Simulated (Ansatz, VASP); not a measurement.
# Li2BeGeTe4: VASP beside Ansatz

File INCAR:

```
SYSTEM = Li2BeGeTe4
PREC = Accurate
ENCUT = 520
EDIFF = 1E-7
ISMEAR = 0
SIGMA = 0.01
LREAL = .False.
LASPH = .True.
NELM = 80
ALGO = Normal
ISIF = 2
LWAVE = .False.
LCHARG = .True.
GGA = PE
LELF = .True.
LVHAR = .True.
NBANDS = 33
```

KPOINTS

```
regular mesh
0
Gamma
  6 6 6
  0 0 0
```

POSCAR

```
Li2BeGeTe4
1.0
   -2.9232241607      2.9232241607      6.4989176525
    2.9232241607     -2.9232241607      6.4989176525
    2.9232241607      2.9232241607     -6.4989176525
Li Be Ge Te
2 1 1 4
Direct
    0.7500000000      0.2500000000      0.5000000000
    0.2500000000      0.7500000000      0.5000000000
    0.0000000000      0.0000000000      0.0000000000
    0.5000000000      0.5000000000      0.0000000000
    0.8754050380      0.8754050380      0.5199010201
    0.1245949620      0.6444959820      0.0000000000
    0.6444959820      0.1245949620      0.0000000000
    0.3555040180      0.3555040180      0.4800989799
```

Input for Ansatz:

```yaml
crystal:
  lattice:
    - [-2.9232241607, 2.9232241607, 6.4989176525]
    - [2.9232241607, -2.9232241607, 6.4989176525]
    - [2.9232241607, 2.9232241607, -6.4989176525]
  atoms:
    - { symbol: Li, position: [0.75, 0.25, 0.5] }
    - { symbol: Li, position: [0.25, 0.75, 0.5] }
    - { symbol: Be, position: [0.0, 0.0, 0.0] }
    - { symbol: Ge, position: [0.5, 0.5, 0.0] }
    - { symbol: Te, position: [0.875405038, 0.875405038, 0.5199010201] }
    - { symbol: Te, position: [0.124594962, 0.644495982, 0.0] }
    - { symbol: Te, position: [0.644495982, 0.124594962, 0.0] }
    - { symbol: Te, position: [0.355504018, 0.355504018, 0.4800989799] }
kpoints:
  mp_grid: { grid: [6, 6, 6] }
  band_path:
    path:
      - [0.0, 0.0, 0.0]
      - [0.0, 0.0, 0.5]
      - [0.25, 0.25, 0.25]
      - [0.0, 0.5, 0.0]
      - [0.5, 0.5, -0.5]
      - [0.3005803907, 0.6994196093, -0.3005803907]
      - [-0.3005803907, 0.3005803907, 0.3005803907]
      - [-0.1011607814, 0.1011607814, 0.5]
      - [0.5, 0.5, -0.1011607814]
      - [0.0, 0.0, 0.148438]
    npoints: 1
hamiltonian:
  xc: pbe
scf:
  occupations: { method: fixed }
  n_extra_bands: 6
output:
  forces: true
  stress: true
  eigenvalues: true
```

Alike in both runs: task single point; functional PBE; k mesh 6 × 6 × 6; no spin polarisation.

|  | VASP | Ansatz |
| --- | --- | --- |
| version | VASP 6.6.1 | Ansatz 0.2.0 |
| potentials or method | VASP PAW PBE potentials, release 64 (Li_sv, Be, Ge_d, Te) | plane waves, PAW |
| plane-wave cutoff (eV) | 520 | 420 |
| occupations | gaussian, width 0.01 eV | fixed |
| valence electrons in the cell | 46 | 86 |

```tsv
	VASP	Ansatz	Ansatz less VASP
gap on the k mesh at the Fermi level (eV)	0.21	0.22	+0.005
rms of the force components (eV/Å)	0.085	0.082	-0.0025
```

Atom by atom the forces differ by 0.004 eV/Å (rms over components). VASP's potentials hold 46 valence electrons a cell and Ansatz's 86, so a difference there can come from the potentials and not from the codes.

Spin-orbit coupling is off throughout. Noted on VASP's run: the cutoff is under 1.25 times that of the potentials, so the pressure is a little rough.
